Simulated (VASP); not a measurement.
# SnO2 (P4_2/mnm) in VASP: further runs

The runs below take SnO2 through single point, with PBE.

Program: VASP 6.6.1. These are calculated values, not measurements. Logs are shortened: lines on timing, memory, paths and dates and some standing lists are left out, and cuts for length are marked.

## 1. The cell of the first run

The structure is tetragonal, space group P4_2/mnm (No. 136). Conventional cell: a = 4.643 Å, b = 4.643 Å, c = 3.186 Å, α = 90.00°, β = 90.00°, γ = 90.00°. Within 2.7 Å of Sn (site symmetry mmm) lie 6 O at 2.01 to 2.04 Å. O (site symmetry m2m) has 3 Sn at 2.01 to 2.04 Å and 1 O at 2.55 Å within 2.7 Å.

## 2. Single point, PBE (equal xx and yy strain of -2 %)

Contents of INCAR:

```
PREC     = Accurate       # precision mode
ENCUT    = 520            # plane-wave cutoff, eV
EDIFF    = 1E-7           # SCF threshold, eV
ISMEAR   = -1             # smearing method
SIGMA    = 0.03           # smearing width, eV
LREAL    = False          # projectors in reciprocal space
LASPH    = True           # aspherical terms in the spheres
NELM     = 60             # most SCF steps
ALGO     = Normal         # electronic algorithm
ISIF     = 2              # what is computed and relaxed
LWAVE    = False          # write WAVECAR
LCHARG   = False          # write CHGCAR
GGA      = PE             # functional
NBANDS   = 35             # bands
```

Contents of KPOINTS:

```
Automatic mesh
0
Gamma
  4 4 6
```

Contents of POSCAR:

```
SnO2
1.0
    4.6426030000      0.0000000000      0.0000000000
    0.0000000000      4.6426030000      0.0000000000
    0.0000000000      0.0000000000      3.1864000000
Sn O
2 4
Direct
    0.0000000000      0.0000000000      0.0000000000
    0.5000000000      0.5000000000      0.5000000000
    0.3056200000      0.3056200000      0.0000000000
    0.1943800000      0.8056200000      0.5000000000
    0.6943800000      0.6943800000      0.0000000000
    0.8056200000      0.1943800000      0.5000000000
```

Potentials or basis: VASP PAW PBE potentials, release 64 (Sn_d, O).

Run with:

```console
cat potpaw_PBE.64/Sn_d/POTCAR potpaw_PBE.64/O/POTCAR > POTCAR
mpirun -np 1 vasp_std > vasp.out
```

OUTCAR:

```text
PREC = Accurate
   ENCUT = 520
   EDIFF = 1E-7
   ISMEAR = -1
   LREAL = False
   LASPH = True
   NELM = 60
   ISIF = 2
   GGA = PE

 ion  position               nearest neighbor table
   1  0.000  0.000  0.000-   3 2.01   5 2.01   4 2.04   6 2.04   4 2.04   6 2.04   2 3.65   2 3.65
                             2 3.65   2 3.65   2 3.65   2 3.65   2 3.65   2 3.65
   2  0.500  0.500  0.500-   4 2.01   6 2.01   5 2.04   3 2.04   3 2.04   5 2.04   1 3.65   1 3.65
                             1 3.65   1 3.65   1 3.65   1 3.65   1 3.65   1 3.65
   3  0.306  0.306  0.000-   1 2.01   2 2.04   2 2.04
   4  0.194  0.806  0.500-   2 2.01   1 2.04   1 2.04
   5  0.694  0.694  0.000-   1 2.01   2 2.04   2 2.04
   6  0.806  0.194  0.500-   2 2.01   1 2.04   1 2.04

  LATTYP: Found a simple tetragonal cell.
 ALAT       =     4.6426030000
 C/A-ratio  =     0.6863391076

  Lattice vectors:

 A1 = (   4.6426030000,   0.0000000000,   0.0000000000)
 A2 = (   0.0000000000,   4.6426030000,   0.0000000000)
 A3 = (   0.0000000000,   0.0000000000,   3.1864000000)

Analysis of symmetry for initial positions (statically):
=====================================================================
 Subroutine PRICEL returns:
 Original cell was already a primitive cell.

 Routine SETGRP: Setting up the symmetry group for a
 simple tetragonal supercell.

 Subroutine GETGRP returns: Found 16 space group operations
 (whereof  8 operations were pure point group operations)
 out of a pool of 16 trial point group operations.

The static configuration has the point symmetry D_2h.
 The point group associated with its full space group is D_4h.

Analysis of symmetry for dynamics (positions and initial velocities):
=====================================================================
 Subroutine PRICEL returns:
 Original cell was already a primitive cell.

 Routine SETGRP: Setting up the symmetry group for a
 simple tetragonal supercell.

 Subroutine GETGRP returns: Found 16 space group operations
 (whereof  8 operations were pure point group operations)
 out of a pool of 16 trial point group operations.

The dynamic configuration has the point symmetry D_2h.
 The point group associated with its full space group is D_4h.

 Subroutine INISYM returns: Found 16 space group operations
 (whereof  8 operations are pure point group operations),
 and found     1 'primitive' translations

----------------------------------------------------------------------------------------

                                     Primitive cell

  volume of cell :      68.6789

  direct lattice vectors                    reciprocal lattice vectors
     4.642603000  0.000000000  0.000000000     0.215396406  0.000000000  0.000000000
     0.000000000  4.642603000  0.000000000     0.000000000  0.215396406  0.000000000
     0.000000000  0.000000000  3.186400000     0.000000000  0.000000000  0.313833794

  length of vectors
     4.642603000  4.642603000  3.186400000     0.215396406  0.215396406  0.313833794

  position of ions in fractional coordinates (direct lattice)
     0.000000000  0.000000000  0.000000000
     0.500000000  0.500000000  0.500000000
     0.305620000  0.305620000  0.000000000
     0.194380000  0.805620000  0.500000000
     0.694380000  0.694380000  0.000000000
     0.805620000  0.194380000  0.500000000

  ion indices of the primitive-cell ions
   primitive index   ion index
                 1           1
                 2           2
                 3           3
                 4           4
                 5           5
                 6           6

----------------------------------------------------------------------------------------

 KPOINTS: Automatic mesh

Automatic generation of k-mesh.
 Grid dimensions read from file:
 generate k-points for:    4    4    6

 Generating k-lattice:

  Cartesian coordinates                     Fractional coordinates (reciprocal lattice)
     0.053849101  0.000000000  0.000000000     0.250000000  0.000000000  0.000000000
     0.000000000  0.053849101  0.000000000     0.000000000  0.250000000  0.000000000
     0.000000000  0.000000000  0.052305632     0.000000000  0.000000000  0.166666667

  Length of vectors
     0.053849101  0.053849101  0.052305632

  Shift w.r.t. Gamma in fractional coordinates (k-lattice)
     0.000000000  0.000000000  0.000000000

 Subroutine IBZKPT returns following result:
 ===========================================

 Found     24 irreducible k-points:

 Following reciprocal coordinates:
            Coordinates               Weight
  0.000000  0.000000  0.000000      1.000000
  0.250000  0.000000  0.000000      4.000000
  0.500000  0.000000  0.000000      2.000000
  0.250000  0.250000  0.000000      4.000000
  0.500000  0.250000  0.000000      4.000000
  0.500000  0.500000  0.000000      1.000000
[... 16 lines left out ...]
  0.500000  0.250000  0.500000      4.000000
  0.500000  0.500000  0.500000      1.000000
   k-points           NKPTS =     24   k-points in BZ     NKDIM =     24   number of bands    NBANDS=     35
   number of dos      NEDOS =    301   number of ions     NIONS =      6
   total plane-waves  NPLWV =  31104
   dimension x,y,z NGX =    36 NGY =   36 NGZ =   24
   dimension x,y,z NGXF=    72 NGYF=   72 NGZF=   48
   ions per type =               2   4
   NGX,Y,Z   is equivalent  to a cutoff of  12.89, 12.89, 12.52 a.u.
   NGXF,Y,Z  is equivalent  to a cutoff of  25.78, 25.78, 25.04 a.u.
 SYSTEM =  unknown system
   PREC   = accura    normal or accurate (medium, high low for compatibility)
   ISTART =      0    job   : 0-new  1-cont  2-samecut
   ICHARG =      2    charge: 1-file 2-atom 10-const
   ISPIN  =      1    spin polarized calculation?
   LNONCOLLINEAR =      F non collinear calculations
   LSORBIT =      F    spin-orbit coupling
   LASPH  =      T    aspherical Exc in radial PAW
   ENCUT  =  520.0 eV  38.22 Ry    6.18 a.u.   8.63  8.63  5.92*2*pi/ulx,y,z
   NELM   =     60;   NELMIN=  2; NELMDL= -5     # of ELM steps
   EDIFF  = 0.1E-06   stopping-criterion for ELM
   LREAL  =      F    real-space projection
   EDIFFG = 0.1E-05   stopping-criterion for IOM
   NSW    =      0    number of steps for IOM
   IBRION =     -1    ionic relax: 0-MD 1-quasi-New 2-CG
   NFREE  =      0    steps in history (QN), initial steepest desc. (CG)
   ISIF   =      2    stress and relaxation
   ISYM   =      2    0-nonsym 1-usesym 2-fastsym
   POTIM  = 0.5000    time-step for ionic-motion
   TEBEG  =    0.0;   TEEND  =   0.0 temperature during run
   PSTRESS=    0.0 pullay stress
   NELECT =      52.0000    total number of electrons
   NUPDOWN=      -1.0000    fix difference up-down
   EMIN   =  10.00;   EMAX   =-10.00  energy-range for DOS
   EFERMI =   0.00;   METHOD = LEGACY
   ISMEAR =    -1;   SIGMA  =   0.03  broadening in eV -4-tet -1-fermi 0-gaus
   EFERMI_NEDOS =   21; number of points for ismear=-14 and -15
   IALGO  =     38    algorithm
   IMIX   =      4    mixing-type and parameters
     AMIX     =   0.40;   BMIX     =  1.00
     AMIX_MAG =   1.60;   BMIX_MAG =  1.00
  volume/ion in A,a.u.               =      11.45        77.24
  Fermi-wavevector in a.u.,A,eV,Ry     =   1.492112  2.819683 30.291995  2.226399
  Thomas-Fermi vector in A             =   2.604682
   LORBIT       =      0    0 simple, 1 ext, 2 COOP (PROOUT), +10 PAW based schemes
   GGA     = PE    functional components
   LHFCALC =     F    Hartree Fock is set to
   AEXX    =    0.0000 exact exchange contribution
   IVDW    =     0    specifies the selected vdW correction
   LEPSILON=     F    determine dielectric tensor
   LRPA    =     F    only Hartree local field effects (RPA)
 non-spin polarized calculation
  energy-cutoff  :      520.00
  volume of cell :       68.68
 maximum number of plane-waves:      1876
 NGX is ok and might be reduce to    36
   NGX = 17   NGY = 17   NGZ = 11

 number of electron      51.9999999 magnetization

 Free energy of the ion-electron system (eV)
  ---------------------------------------------------
  ext. energy  EPLUGINS =         0.00000000
  ---------------------------------------------------
  free energy    TOTEN  =       -36.88312710 eV

  energy without entropy =      -36.88312710  energy(sigma->0) =      -36.88312710

 E-fermi :   7.2750     XC(G=0): -11.4873

 val. band max:        6.6379911371   @ k =   0.0000   0.0000   0.0000
 cond. band min:       8.3077354146   @ k =   0.0000   0.0000   0.0000
 fundamental gap:      1.6697442775
 Fermi energy:         7.2749962321

 k-point     1 :       0.0000    0.0000    0.0000
  band No.  band energies     occupation
      1     -14.5405      2.00000
      2     -13.6135      2.00000
      3     -13.3237      2.00000
      4     -13.2985      2.00000
      5     -13.2985      2.00000
      6     -13.2968      2.00000
[... 27 lines left out ...]
     34      19.4658      0.00000
     35      19.6704      0.00000

 k-point     2 :       0.2500    0.0000    0.0000
  band No.  band energies     occupation
      1     -14.4314      2.00000
      2     -13.7461      2.00000
      3     -13.3582      2.00000
      4     -13.3284      2.00000
      5     -13.2936      2.00000
      6     -13.2933      2.00000
[... 27 lines left out ...]
     34      19.3846      0.00000
     35      19.5718      0.00000

 k-point     3 :       0.5000    0.0000    0.0000
  band No.  band energies     occupation
      1     -14.1256      2.00000
      2     -14.1256      2.00000
      3     -13.3460      2.00000
      4     -13.3460      2.00000
      5     -13.2881      2.00000
      6     -13.2881      2.00000
[... 27 lines left out ...]
     34      19.4321      0.00000
     35      19.5428      0.00000

 k-point     4 :       0.2500    0.2500    0.0000
  band No.  band energies     occupation
      1     -14.3807      2.00000
      2     -13.9103      2.00000
      3     -13.3516      2.00000
      4     -13.3101      2.00000
      5     -13.3003      2.00000
      6     -13.2882      2.00000
[... 27 lines left out ...]
     34      19.1976      0.00000
     35      19.3615      0.00000

 k-point     5 :       0.5000    0.2500    0.0000
  band No.  band energies     occupation
      1     -14.1985      2.00000
      2     -14.1985      2.00000
      3     -13.3181      2.00000
      4     -13.3181      2.00000
      5     -13.2953      2.00000
      6     -13.2953      2.00000
[... 638 lines left out ...]
 k-point    22 :       0.2500    0.2500    0.5000
  band No.  band energies     occupation
      1     -14.4319      2.00000
      2     -14.1872      2.00000
      3     -13.7618      2.00000
      4     -13.3142      2.00000
      5     -13.1378      2.00000
      6     -13.1306      2.00000
[... 27 lines left out ...]
     34      19.1525      0.00000
     35      19.5136      0.00000

 k-point    23 :       0.5000    0.2500    0.5000
  band No.  band energies     occupation
      1     -14.3427      2.00000
      2     -14.3427      2.00000
      3     -13.5244      2.00000
      4     -13.5244      2.00000
      5     -13.1328      2.00000
      6     -13.1328      2.00000
[... 27 lines left out ...]
     34      18.6414      0.00000
     35      19.8064      0.00000

 k-point    24 :       0.5000    0.5000    0.5000
  band No.  band energies     occupation
      1     -14.1967      2.00000
      2     -14.1967      2.00000
      3     -13.7704      2.00000
      4     -13.7704      2.00000
      5     -13.1244      2.00000
      6     -13.1244      2.00000
[... 27 lines left out ...]
     34      18.2520      0.00000
     35      20.1760      0.00000

------------------------ aborting loop because EDIFF is reached ----------------------------------------

  FORCE on cell =-STRESS in cart. coord.  units (eV):
  Direction    XX          YY          ZZ          XY          YZ          ZX
  --------------------------------------------------------------------------------------
  -------------------------------------------------------------------------------------
  Total        9.0052958      9.0052958      9.0613655      0.0000000      0.0000000      0.0000000
  in kB      210.0802252    210.0802252    211.3882491      0.0000000      0.0000000      0.0000000
  external PRESSURE =     210.5162332 kB  Pullay stress =       0.0000000 kB

 VOLUME and BASIS-vectors are now :
 -----------------------------------------------------------------------------
  energy-cutoff  :      520.00
  volume of cell :       68.68
      direct lattice vectors                 reciprocal lattice vectors
     4.642603000  0.000000000  0.000000000     0.215396406  0.000000000  0.000000000
     0.000000000  4.642603000  0.000000000     0.000000000  0.215396406  0.000000000
     0.000000000  0.000000000  3.186400000     0.000000000  0.000000000  0.313833794

 POSITION                                       TOTAL-FORCE (eV/Angst)
 -----------------------------------------------------------------------------------
      0.00000      0.00000      0.00000         0.000000      0.000000     -0.000000
      2.32130      2.32130      1.59320         0.000000      0.000000     -0.000000
      1.41887      1.41887      0.00000        -0.035610     -0.035610      0.000000
      0.90243      3.74017      1.59320         0.035610     -0.035610     -0.000000
      3.22373      3.22373      0.00000         0.035610      0.035610     -0.000000
      3.74017      0.90243      1.59320        -0.035610      0.035610     -0.000000
 -----------------------------------------------------------------------------------
    total drift:                                0.000000      0.000000      0.000000

  FREE ENERGIE OF THE ION-ELECTRON SYSTEM (eV)
  ---------------------------------------------------
  free  energy   TOTEN  =       -36.8831270991 eV

  energy  without entropy=      -36.8831270991  energy(sigma->0) =      -36.88312710
```

Run time: 22 s. Hardware: 1 thread of Intel Xeon 6975P-C (Granite Rapids), shared host; peak memory 0.19 GiB.

Results:

* Free energy: -36.8831 eV
* Pressure: 21.1 GPa
* Largest force: 0.050 eV/Å
* Band gap on the k mesh: 1.67 eV, direct

Forces in eV/Å, atoms in the order of the input:
```
Sn   0.000  0.000  0.000
Sn   0.000  0.000  0.000
O   -0.036 -0.036  0.000
O    0.036 -0.036  0.000
O    0.036  0.036  0.000
O   -0.036  0.036  0.000
```

Stress tensor (GPa, compression positive):
```
21.01  0.00  0.00
 0.00 21.01  0.00
 0.00  0.00 21.14
```

Caveat: the cell differs from its parent crystal (equal xx and yy strain of -2 %); spin-orbit coupling is left out, which moves the levels of the heavy elements.

(Part 1 of 3 ends here.)
